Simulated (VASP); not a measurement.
# Sn2TeAs2 (P6/mmm) in VASP: notebook

Sn2TeAs2 is run at these levels: PBE; tasks: single point, relaxation of cell and atoms.

Program: VASP 6.6.1. These are calculated values, not measurements. Logs are shortened: lines on timing, memory, paths and dates and some standing lists are left out, and cuts for length are marked.

## Step 1: The cell of the first run

Symmetry: P6/mmm, No. 191, hexagonal system. The conventional cell has a = 5.312 Å, b = 5.312 Å, c = 5.987 Å, α = 90.00°, β = 90.00°, γ = 120.00°. Within 3.9 Å of Sn (site symmetry -6m2) lie 2 As at 2.99 Å and 3 Sn at 3.07 Å and 3 Te at 3.07 Å. Within 4.0 Å of Te (site symmetry 6/mmm) lie 6 Sn at 3.07 Å. As (site symmetry -6m2) has 2 Sn at 2.99 Å and 3 As at 3.07 Å within 3.9 Å.

The cell was built from a structure type or drawn by symmetry, and may not be a known phase.

## Step 2: Single point, PBE

INCAR

```
  ALGO = Normal
  EDIFF = 1E-7
  ENCUT = 520
  GGA = PE
  ISIF = 2
  ISMEAR = 0
  LASPH = T
  LCHARG = F
  LREAL = F
  LWAVE = F
  NBANDS = 30
  NELM = 60
  PREC = Accurate
  SIGMA = 0.1
```

KPOINTS

```
k-points
0
Gamma
  6 6 4
```

POSCAR

```
Sn2TeAs2
1.0
    5.3118402700      0.0000000000      0.0000000000
   -2.6559201400      4.6001886200      0.0000000000
    0.0000000000      0.0000000000      5.9871673800
Sn Te As
2 1 2
Direct
    0.3333333300      0.6666666700      0.0000000000
    0.6666666700      0.3333333300      0.0000000000
    0.0000000000      0.0000000000      0.0000000000
    0.3333333300      0.6666666700      0.5000000000
    0.6666666700      0.3333333300      0.5000000000
```

Potentials or basis: VASP PAW PBE potentials, release 64 (Sn_d, Te, As).

Started as:

```
$ cat potpaw_PBE.64/Sn_d/POTCAR potpaw_PBE.64/Te/POTCAR potpaw_PBE.64/As/POTCAR > POTCAR
$ mpirun -np 1 vasp_std > vasp.out
```

OUTCAR:

```text
EDIFF = 1E-7
   ENCUT = 520
   GGA = PE
   ISIF = 2
   ISMEAR = 0
   LASPH = T
   LREAL = F
   NELM = 60
   PREC = Accurate

 ion  position               nearest neighbor table
   1  0.333  0.667  0.000-   4 2.99   4 2.99   2 3.07   3 3.07   2 3.07   3 3.07   3 3.07   2 3.07

   2  0.667  0.333  0.000-   5 2.99   5 2.99   1 3.07   3 3.07   1 3.07   3 3.07   3 3.07   1 3.07

   3  0.000  0.000  0.000-   1 3.07   2 3.07   2 3.07   1 3.07   2 3.07   1 3.07
   4  0.333  0.667  0.500-   1 2.99   1 2.99
   5  0.667  0.333  0.500-   2 2.99   2 2.99

  LATTYP: Found a hexagonal cell.
 ALAT       =     5.3118402700
 C/A-ratio  =     1.1271361855

  Lattice vectors:

 A1 = (   5.3118402700,   0.0000000000,   0.0000000000)
 A2 = (  -2.6559201400,   4.6001886200,   0.0000000000)
 A3 = (   0.0000000000,   0.0000000000,   5.9871673800)

Analysis of symmetry for initial positions (statically):
=====================================================================
 Subroutine PRICEL returns:
 Original cell was already a primitive cell.

 Routine SETGRP: Setting up the symmetry group for a
 hexagonal supercell.

 Subroutine GETGRP returns: Found 24 space group operations
 (whereof 24 operations were pure point group operations)
 out of a pool of 24 trial point group operations.

The static configuration has the point symmetry D_6h.

Analysis of symmetry for dynamics (positions and initial velocities):
=====================================================================
 Subroutine PRICEL returns:
 Original cell was already a primitive cell.

 Routine SETGRP: Setting up the symmetry group for a
 hexagonal supercell.

 Subroutine GETGRP returns: Found 24 space group operations
 (whereof 24 operations were pure point group operations)
 out of a pool of 24 trial point group operations.

The dynamic configuration has the point symmetry D_6h.

 Subroutine INISYM returns: Found 24 space group operations
 (whereof 24 operations are pure point group operations),
 and found     1 'primitive' translations

----------------------------------------------------------------------------------------

                                     Primitive cell

  volume of cell :     146.2992

  direct lattice vectors                    reciprocal lattice vectors
     5.311840270  0.000000000  0.000000000     0.188258673  0.108691196  0.000000000
    -2.655920140  4.600188620  0.000000000     0.000000000  0.217382391  0.000000000
     0.000000000  0.000000000  5.987167380     0.000000000  0.000000000  0.167023892

  length of vectors
     5.311840270  5.311840277  5.987167380     0.217382391  0.217382391  0.167023892

  position of ions in fractional coordinates (direct lattice)
     0.333333330  0.666666670  0.000000000
     0.666666670  0.333333330  0.000000000
     0.000000000  0.000000000  0.000000000
     0.333333330  0.666666670  0.500000000
     0.666666670  0.333333330  0.500000000

  ion indices of the primitive-cell ions
   primitive index   ion index
                 1           1
                 2           2
                 3           3
                 4           4
                 5           5

----------------------------------------------------------------------------------------

 KPOINTS: k-points

Automatic generation of k-mesh.
 Grid dimensions read from file:
 generate k-points for:    6    6    4

 Generating k-lattice:

  Cartesian coordinates                     Fractional coordinates (reciprocal lattice)
     0.031376445  0.018115199  0.000000000     0.166666667  0.000000000  0.000000000
     0.000000000  0.036230398  0.000000000     0.000000000  0.166666667  0.000000000
     0.000000000  0.000000000  0.041755973     0.000000000  0.000000000  0.250000000

  Length of vectors
     0.036230399  0.036230398  0.041755973

  Shift w.r.t. Gamma in fractional coordinates (k-lattice)
     0.000000000  0.000000000  0.000000000

 Subroutine IBZKPT returns following result:
 ===========================================

 Found     21 irreducible k-points:

 Following reciprocal coordinates:
            Coordinates               Weight
  0.000000  0.000000  0.000000      1.000000
  0.166667  0.000000  0.000000      6.000000
  0.333333  0.000000  0.000000      6.000000
  0.500000  0.000000  0.000000      3.000000
  0.166667  0.166667  0.000000      6.000000
  0.333333  0.166667  0.000000     12.000000
[... 13 lines left out ...]
  0.333333  0.166667  0.500000     12.000000
  0.333333  0.333333  0.500000      2.000000
   k-points           NKPTS =     21   k-points in BZ     NKDIM =     21   number of bands    NBANDS=     30
   number of dos      NEDOS =    301   number of ions     NIONS =      5
   total plane-waves  NPLWV =  76800
   dimension x,y,z NGX =    40 NGY =   40 NGZ =   48
   dimension x,y,z NGXF=    80 NGYF=   80 NGZF=   96
   ions per type =               2   1   2
   NGX,Y,Z   is equivalent  to a cutoff of  12.52, 12.52, 13.33 a.u.
   NGXF,Y,Z  is equivalent  to a cutoff of  25.04, 25.04, 26.66 a.u.
 SYSTEM =  unknown system
   PREC   = accura    normal or accurate (medium, high low for compatibility)
   ISTART =      0    job   : 0-new  1-cont  2-samecut
   ICHARG =      2    charge: 1-file 2-atom 10-const
   ISPIN  =      1    spin polarized calculation?
   LNONCOLLINEAR =      F non collinear calculations
   LSORBIT =      F    spin-orbit coupling
   LASPH  =      T    aspherical Exc in radial PAW
   ENCUT  =  520.0 eV  38.22 Ry    6.18 a.u.   9.88  9.88 11.13*2*pi/ulx,y,z
   NELM   =     60;   NELMIN=  2; NELMDL= -5     # of ELM steps
   EDIFF  = 0.1E-06   stopping-criterion for ELM
   LREAL  =      F    real-space projection
   EDIFFG = 0.1E-05   stopping-criterion for IOM
   NSW    =      0    number of steps for IOM
   IBRION =     -1    ionic relax: 0-MD 1-quasi-New 2-CG
   NFREE  =      0    steps in history (QN), initial steepest desc. (CG)
   ISIF   =      2    stress and relaxation
   ISYM   =      2    0-nonsym 1-usesym 2-fastsym
   POTIM  = 0.5000    time-step for ionic-motion
   TEBEG  =    0.0;   TEEND  =   0.0 temperature during run
   PSTRESS=    0.0 pullay stress
   NELECT =      44.0000    total number of electrons
   NUPDOWN=      -1.0000    fix difference up-down
   EMIN   =  10.00;   EMAX   =-10.00  energy-range for DOS
   EFERMI =   0.00;   METHOD = LEGACY
   ISMEAR =     0;   SIGMA  =   0.10  broadening in eV -4-tet -1-fermi 0-gaus
   EFERMI_NEDOS =   21; number of points for ismear=-14 and -15
   IALGO  =     38    algorithm
   IMIX   =      4    mixing-type and parameters
     AMIX     =   0.40;   BMIX     =  1.00
     AMIX_MAG =   1.60;   BMIX_MAG =  1.00
  volume/ion in A,a.u.               =      29.26       197.46
  Fermi-wavevector in a.u.,A,eV,Ry     =   1.096844  2.072735 16.368730  1.203068
  Thomas-Fermi vector in A             =   2.233194
   LORBIT       =      0    0 simple, 1 ext, 2 COOP (PROOUT), +10 PAW based schemes
   GGA     = PE    functional components
   LHFCALC =     F    Hartree Fock is set to
   AEXX    =    0.0000 exact exchange contribution
   IVDW    =     0    specifies the selected vdW correction
   LEPSILON=     F    determine dielectric tensor
   LRPA    =     F    only Hartree local field effects (RPA)
 non-spin polarized calculation
 Gauss-broadening in eV      SIGMA  =   0.10
  energy-cutoff  :      520.00
  volume of cell :      146.30
 maximum number of plane-waves:      3956
 NGX is ok and might be reduce to    40

 number of electron      44.0000008 magnetization

 Free energy of the ion-electron system (eV)
  ---------------------------------------------------
  ext. energy  EPLUGINS =         0.00000000
  ---------------------------------------------------
  free energy    TOTEN  =       -18.76886552 eV

  energy without entropy =      -18.76118342  energy(sigma->0) =      -18.76502447

 E-fermi :   5.2379     XC(G=0):  -9.3154

 val. band max:        5.2223653527   @ k =   0.0000   0.0000   0.2500
 cond. band min:       5.2796673603   @ k =   0.3333   0.3333   0.2500
 fundamental gap:      0.0573020076
 Fermi energy:         5.2379377172

 k-point     1 :       0.0000    0.0000    0.0000
  band No.  band energies     occupation
      1     -16.4392      2.00000
      2     -16.4392      2.00000
      3     -16.4323      2.00000
      4     -16.3720      2.00000
      5     -16.3720      2.00000
      6     -16.3499      2.00000
[... 22 lines left out ...]
     29      10.4464      0.00000
     30      10.4464      0.00000

 k-point     2 :       0.1667    0.0000    0.0000
  band No.  band energies     occupation
      1     -16.4616      2.00000
      2     -16.4604      2.00000
      3     -16.4310      2.00000
      4     -16.3738      2.00000
      5     -16.3684      2.00000
      6     -16.3287      2.00000
[... 22 lines left out ...]
     29      10.6371      0.00000
     30      10.7979      0.00000

 k-point     3 :       0.3333    0.0000    0.0000
  band No.  band energies     occupation
      1     -16.4913      2.00000
      2     -16.4912      2.00000
      3     -16.4261      2.00000
      4     -16.3771      2.00000
      5     -16.3596      2.00000
      6     -16.3081      2.00000
[... 22 lines left out ...]
     29      10.0245      0.00000
     30      10.6866      0.00000

 k-point     4 :       0.5000    0.0000    0.0000
  band No.  band energies     occupation
      1     -16.5038      2.00000
      2     -16.5028      2.00000
      3     -16.4235      2.00000
      4     -16.3787      2.00000
      5     -16.3539      2.00000
      6     -16.3142      2.00000
[... 517 lines left out ...]
     29       9.4595      0.00000
     30      11.7843      0.00000

 k-point    20 :       0.3333    0.1667    0.5000
  band No.  band energies     occupation
      1     -16.5258      2.00000
      2     -16.4715      2.00000
      3     -16.4307      2.00000
      4     -16.3807      2.00000
      5     -16.3501      2.00000
      6     -16.3180      2.00000
[... 22 lines left out ...]
     29       9.0384      0.00000
     30      10.4113      0.00000

 k-point    21 :       0.3333    0.3333    0.5000
  band No.  band energies     occupation
      1     -16.5399      2.00000
      2     -16.4484      2.00000
      3     -16.4484      2.00000
      4     -16.3829      2.00000
      5     -16.3340      2.00000
      6     -16.3340      2.00000
[... 22 lines left out ...]
     29       9.5236      0.00000
     30      11.1142      0.00000

------------------------ aborting loop because EDIFF is reached ----------------------------------------

  FORCE on cell =-STRESS in cart. coord.  units (eV):
  Direction    XX          YY          ZZ          XY          YZ          ZX
  --------------------------------------------------------------------------------------
  -------------------------------------------------------------------------------------
  Total        1.1044057      1.1044057     -2.0679494     -0.0000000     -0.0000000      0.0000000
  in kB       12.0947577     12.0947577    -22.6468833     -0.0000000     -0.0000000      0.0000000
  external PRESSURE =       0.5142107 kB  Pullay stress =       0.0000000 kB

 VOLUME and BASIS-vectors are now :
 -----------------------------------------------------------------------------
  energy-cutoff  :      520.00
  volume of cell :      146.30
      direct lattice vectors                 reciprocal lattice vectors
     5.311840270  0.000000000  0.000000000     0.188258673  0.108691196  0.000000000
    -2.655920140  4.600188620  0.000000000     0.000000000  0.217382391  0.000000000
     0.000000000  0.000000000  5.987167380     0.000000000  0.000000000  0.167023892

 POSITION                                       TOTAL-FORCE (eV/Angst)
 -----------------------------------------------------------------------------------
     -0.00000      3.06679      0.00000         0.000000      0.000000     -0.000000
      2.65592      1.53340      0.00000         0.000000     -0.000000      0.000000
      0.00000      0.00000      0.00000         0.000000      0.000000      0.000000
     -0.00000      3.06679      2.99358         0.000000     -0.000000      0.000000
      2.65592      1.53340      2.99358        -0.000000      0.000000     -0.000000
 -----------------------------------------------------------------------------------
    total drift:                                0.000000     -0.000000     -0.000000

  FREE ENERGIE OF THE ION-ELECTRON SYSTEM (eV)
  ---------------------------------------------------
  free  energy   TOTEN  =       -18.7688655200 eV

  energy  without entropy=      -18.7611834160  energy(sigma->0) =      -18.76502447
```

Wall time 45 s (1 thread of Intel Xeon 6975P-C (Granite Rapids), shared host); peak memory 0.31 GiB.

What came out:

- Free energy: -18.7689 eV
- Pressure: 0.1 GPa
- Band gap on the k mesh: zero (bands 22 and 23 overlap by 1.63 eV)

Stress tensor (GPa, compression positive):
```
 1.21  0.00  0.00
 0.00  1.21  0.00
 0.00  0.00 -2.26
```

Levels at points of the mesh, in eV from the Fermi level:
```tsv
k point	band 20	band 21	band 22	band 23	band 24	band 25
(0.00, 0.00, 0.00)	-3.06	-1.47	-0.97	-0.97	-0.50	1.15
(0.50, 0.00, 0.00)	-1.72	-1.27	0.23	1.43	1.87	2.03
(0.00, 0.00, 0.50)	-2.28	-2.17	-2.17	-0.81	0.74	0.74
(0.50, 0.00, 0.50)	-0.41	0.39	0.40	1.26	1.32	1.71
```

Caveat: spin-orbit coupling is left out, which moves the levels of the heavy elements.

## Step 3: Single point, PBE

This run uses another cell than the first one, of the same volume but with other edges.

INCAR

```
SYSTEM = Sn2TeAs2
ALGO     = Normal         ! electronic algorithm
EDIFF    = 1E-6           ! SCF threshold, eV
ENCUT    = 520            ! plane-wave cutoff, eV
GGA      = PE             ! functional
ISIF     = 2              ! what is computed and relaxed
ISMEAR   = 0              ! smearing method
LASPH    = .TRUE.         ! aspherical terms in the spheres
LCHARG   = .FALSE.        ! write CHGCAR
LREAL    = .FALSE.        ! projectors in reciprocal space
LWAVE    = .FALSE.        ! write WAVECAR
NBANDS   = 30             ! bands
NELM     = 100            ! most SCF steps
PREC     = Accurate       ! precision mode
SIGMA    = 0.1            ! smearing width, eV
```

KPOINTS

```
k-points
0
G
  6 6 4
  0 0 0
```

POSCAR

```
Sn2TeAs2
1.0
    5.3749740593      0.0000000029      0.0000000000
   -2.6874870322      4.6548640786      0.0000000000
    0.0000000000      0.0000000000      5.8427601061
Sn Te As
2 1 2
Direct
    0.3333333333      0.6666666667      0.0000000000
    0.6666666667      0.3333333333      0.0000000000
    0.0000000000      0.0000000000      0.0000000000
    0.3333333333      0.6666666667      0.5000000000
    0.6666666667      0.3333333333      0.5000000000
```

Potentials or basis: VASP PAW PBE potentials, release 64 (Sn_d, Te, As).

Started as:

```
$ cat potpaw_PBE.64/Sn_d/POTCAR potpaw_PBE.64/Te/POTCAR potpaw_PBE.64/As/POTCAR > POTCAR
$ mpirun -np 1 vasp_std > vasp.out
```

It took 36 s on 1 thread of Intel Xeon 6975P-C (Granite Rapids), shared host; peak memory 0.31 GiB.

It converged, with:

```
Free energy            : -18.8022 eV
Pressure               : -0.3 GPa
Band gap on the k mesh : zero (bands 22 and 23 overlap by 1.51 eV)
```

Stress tensor (GPa, compression positive):
```
-0.38  0.00  0.00
 0.00 -0.38  0.00
 0.00  0.00 -0.02
```

Levels at points of the mesh, in eV from the Fermi level:
| k point | band 19 | band 20 | band 21 | band 22 | band 23 | band 24 | band 25 | band 26 |
| --- | --- | --- | --- | --- | --- | --- | --- | --- |
| (0.00, 0.00, 0.00) | -3.10 | -3.10 | -1.75 | -0.75 | -0.75 | -0.47 | 1.13 | 1.13 |
| (0.50, 0.00, 0.00) | -2.19 | -1.76 | -1.24 | 0.08 | 1.30 | 1.81 | 1.84 | 2.36 |
| (0.00, 0.00, 0.50) | -2.26 | -2.19 | -2.09 | -2.09 | -0.51 | 0.66 | 0.66 | 1.41 |
| (0.50, 0.00, 0.50) | -1.02 | -0.28 | 0.47 | 0.68 | 1.19 | 1.37 | 1.71 | 2.16 |

Caveat: spin-orbit coupling is left out, which moves the levels of the heavy elements.

[end of part 1 of 2]
